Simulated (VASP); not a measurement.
# Se (I4_1/amd) in VASP: single point with PBEsol

Aim: the single point of Se with PBEsol.

Everything below comes from runs of VASP 6.6.1. Logs are shortened: lines on timing, memory, paths and dates and some standing lists are left out, and cuts for length are marked.

## (1) The cell of the first run

It takes space group I4_1/amd (No. 141, tetragonal). The conventional cell has a = 5.649 Å, b = 5.649 Å, c = 2.701 Å, α = 90.00°, β = 90.00°, γ = 90.00°. Se (site symmetry -4m2) has 10 Se at 2.70 to 3.48 Å within 3.6 Å.

## (2) Single point, PBEsol

INCAR

```
SYSTEM = Se
ALGO = Normal ; EDIFF = 1E-6
ENCUT = 520 ; GGA = PS
ISIF = 2 ; ISMEAR = 0
LASPH = .True. ; LCHARG = .False.
LREAL = .False. ; LWAVE = .False.
NBANDS = 13 ; NELM = 60
PREC = Accurate ; SIGMA = 0.1
```

KPOINTS

```
k-points
0
Gamma
  16 16 16
  0 0 0
```

POSCAR

```
Se
1.0
   -2.8244169525      2.8244169525      1.3503167684
    2.8244169525     -2.8244169525      1.3503167684
    2.8244169525      2.8244169525     -1.3503167684
Se
2
Direct
    0.0000000000      0.0000000000      0.0000000000
    0.7500000000      0.2500000000      0.5000000000
```

Potentials or basis: VASP PAW PBE potentials, release 64 (Se).

Launch:

```
cat potpaw_PBE.64/Se/POTCAR > POTCAR
mpirun -np 1 vasp_std > vasp.out
```

OUTCAR:

```text
SYSTEM = Se
   EDIFF = 1E-6
   ENCUT = 520
   GGA = PS
   ISIF = 2
   ISMEAR = 0
   LASPH = .True.
   LREAL = .False.
   NELM = 60
   PREC = Accurate

 ion  position               nearest neighbor table
   1  0.000  0.000  0.000-
   2  0.750  0.250  0.500-

  LATTYP: Found a body centered tetragonal cell.
 ALAT       =     5.6488339050
 C/A-ratio  =     0.4780869082

  Lattice vectors:

 A1 = (  -2.8244169525,   2.8244169525,   1.3503167684)
 A2 = (   2.8244169525,  -2.8244169525,   1.3503167684)
 A3 = (   2.8244169525,   2.8244169525,  -1.3503167684)

Analysis of symmetry for initial positions (statically):
=====================================================================
 Subroutine PRICEL returns:
 Original cell was already a primitive cell.

 Routine SETGRP: Setting up the symmetry group for a
 body centered tetragonal supercell.

 Subroutine GETGRP returns: Found 16 space group operations
 (whereof  8 operations were pure point group operations)
 out of a pool of 16 trial point group operations.

The static configuration has the point symmetry D_2d.
 The point group associated with its full space group is D_4h.

Analysis of symmetry for dynamics (positions and initial velocities):
=====================================================================
 Subroutine PRICEL returns:
 Original cell was already a primitive cell.

 Routine SETGRP: Setting up the symmetry group for a
 body centered tetragonal supercell.

 Subroutine GETGRP returns: Found 16 space group operations
 (whereof  8 operations were pure point group operations)
 out of a pool of 16 trial point group operations.

The dynamic configuration has the point symmetry D_2d.
 The point group associated with its full space group is D_4h.

 Subroutine INISYM returns: Found 16 space group operations
 (whereof  8 operations are pure point group operations),
 and found     1 'primitive' translations

----------------------------------------------------------------------------------------

                                     Primitive cell

  volume of cell :      43.0877

  direct lattice vectors                    reciprocal lattice vectors
    -2.824416953  2.824416953  1.350316768     0.000000000  0.177027687  0.370283486
     2.824416953 -2.824416953  1.350316768     0.177027687  0.000000000  0.370283486
[... 85 lines left out ...]
   EDIFF  = 0.1E-05   stopping-criterion for ELM
   LREAL  =      F    real-space projection
[... 7 lines left out ...]
   TEBEG  =    0.0;   TEEND  =   0.0 temperature during run
   PSTRESS=    0.0 pullay stress
   NELECT =      12.0000    total number of electrons
   NUPDOWN=      -1.0000    fix difference up-down
   EMIN   =  10.00;   EMAX   =-10.00  energy-range for DOS
   EFERMI =   0.00;   METHOD = LEGACY
   ISMEAR =     0;   SIGMA  =   0.10  broadening in eV -4-tet -1-fermi 0-gaus
   EFERMI_NEDOS =   21; number of points for ismear=-14 and -15
   IALGO  =     38    algorithm
   IMIX   =      4    mixing-type and parameters
     AMIX     =   0.40;   BMIX     =  1.00
     AMIX_MAG =   1.60;   BMIX_MAG =  1.00
  volume/ion in A,a.u.               =      21.54       145.39
  Fermi-wavevector in a.u.,A,eV,Ry     =   1.069098  2.020302 15.551056  1.142970
  Thomas-Fermi vector in A             =   2.204767
   LORBIT       =      0    0 simple, 1 ext, 2 COOP (PROOUT), +10 PAW based schemes
   GGA     = PS    functional components
   LHFCALC =     F    Hartree Fock is set to
   AEXX    =    0.0000 exact exchange contribution
   IVDW    =     0    specifies the selected vdW correction
   LEPSILON=     F    determine dielectric tensor
   LRPA    =     F    only Hartree local field effects (RPA)
 non-spin polarized calculation
 Gauss-broadening in eV      SIGMA  =   0.10
  energy-cutoff  :      520.00
  volume of cell :       43.09
 maximum number of plane-waves:      1181
   NGX = 15   NGY = 15   NGZ = 15

 number of electron      11.9999998 magnetization

 Free energy of the ion-electron system (eV)
  ---------------------------------------------------
  ext. energy  EPLUGINS =         0.00000000
  ---------------------------------------------------
  free energy    TOTEN  =        -7.08490775 eV

  energy without entropy =       -7.07880466  energy(sigma->0) =       -7.08185620

 E-fermi :   5.1227     XC(G=0): -10.3383

 val. band max:        5.1135115713   @ k =   0.1875   0.0625   0.0625
 cond. band min:       5.1293282922   @ k =  -0.3125   0.5000   0.0625
 fundamental gap:      0.0158167209
 Fermi energy:         5.1226549652

 k-point     1 :       0.0000    0.0000    0.0000
  band No.  band energies     occupation
      1     -11.2553      2.00000
      2      -7.3307      2.00000
      3      -0.0897      2.00000
      4      -0.0897      2.00000
      5       6.0026      0.00000
      6       6.0026      0.00000
      7       7.7068      0.00000
      8       8.7877      0.00000
      9       8.8409      0.00000
     10      12.4106      0.00000
     11      12.8197      0.00000
     12      16.2649      0.00000
     13      16.3842      0.00000
[... 354 lines left out ...]
  band No.  band energies     occupation
      1     -11.2282      2.00000
      2      -7.3875      2.00000
      3      -0.0577      2.00000
      4      -0.0562      2.00000
      5       5.8535      0.00000
      6       5.8536      0.00000
      7       7.8313      0.00000
      8       8.8014      0.00000
      9       8.8356      0.00000
     10      12.6053      0.00000
     11      12.9995      0.00000
     12      16.2233      0.00000
     13      16.3494      0.00000

 [... further k-points ...]

------------------------ aborting loop because EDIFF is reached ----------------------------------------

  FORCE on cell =-STRESS in cart. coord.  units (eV):
  Direction    XX          YY          ZZ          XY          YZ          ZX
  --------------------------------------------------------------------------------------
  -------------------------------------------------------------------------------------
  Total        0.0218198      0.0218198      0.0326417      0.0000000     -0.0000000      0.0000000
  in kB        0.8113482      0.8113482      1.2137513      0.0000000     -0.0000000      0.0000000
  external PRESSURE =       0.9454826 kB  Pullay stress =       0.0000000 kB

 VOLUME and BASIS-vectors are now :
 -----------------------------------------------------------------------------
  energy-cutoff  :      520.00
  volume of cell :       43.09
      direct lattice vectors                 reciprocal lattice vectors
    -2.824416953  2.824416953  1.350316768     0.000000000  0.177027687  0.370283486
     2.824416953 -2.824416953  1.350316768     0.177027687  0.000000000  0.370283486
     2.824416953  2.824416953 -1.350316768     0.177027687  0.177027687  0.000000000

 POSITION                                       TOTAL-FORCE (eV/Angst)
 -----------------------------------------------------------------------------------
      0.00000      0.00000      0.00000        -0.000000     -0.000000      0.000000
      0.00000      2.82442      0.67516         0.000000      0.000000     -0.000000
 -----------------------------------------------------------------------------------
    total drift:                                0.000000     -0.000000      0.000000

  FREE ENERGIE OF THE ION-ELECTRON SYSTEM (eV)
  ---------------------------------------------------
  free  energy   TOTEN  =        -7.0849077493 eV

  energy  without entropy=       -7.0788046577  energy(sigma->0) =       -7.08185620
```

Wall time 50 s (1 thread of Intel Xeon 6975P-C (Granite Rapids), shared host); peak memory 0.29 GiB.

What came out:

| Quantity | Value |
| --- | --- |
| Free energy | -7.0849 eV |
| Pressure | 0.1 GPa |
| Band gap on the k mesh | zero (bands 6 and 7 overlap by 3.73 eV) |

Levels at points of the mesh, in eV from the Fermi level:
| k point | band 2 | band 3 | band 4 | band 5 | band 6 | band 7 | band 8 | band 9 | band 10 | band 11 |
| --- | --- | --- | --- | --- | --- | --- | --- | --- | --- | --- |
| (0.00, 0.00, 0.00) | -12.45 | -5.21 | -5.21 | 0.88 | 0.88 | 2.58 | 3.67 | 3.72 | 7.29 | 7.70 |
| (0.50, 0.00, 0.00) | -11.21 | -6.60 | -5.43 | -3.49 | -1.05 | -0.06 | 0.51 | 5.96 | 6.49 | 7.78 |
| (0.50, 0.50, 0.00) | -14.77 | -3.17 | -3.17 | -3.13 | -3.13 | 3.61 | 3.61 | 8.91 | 8.91 | 10.30 |
| (0.50, 0.50, 0.50) | -14.39 | -7.15 | -7.15 | 2.23 | 2.23 | 3.30 | 3.30 | 10.24 | 10.24 | 11.52 |

Caveat: the PAW data sets were made with another functional, which shifts forces and pressure a little.
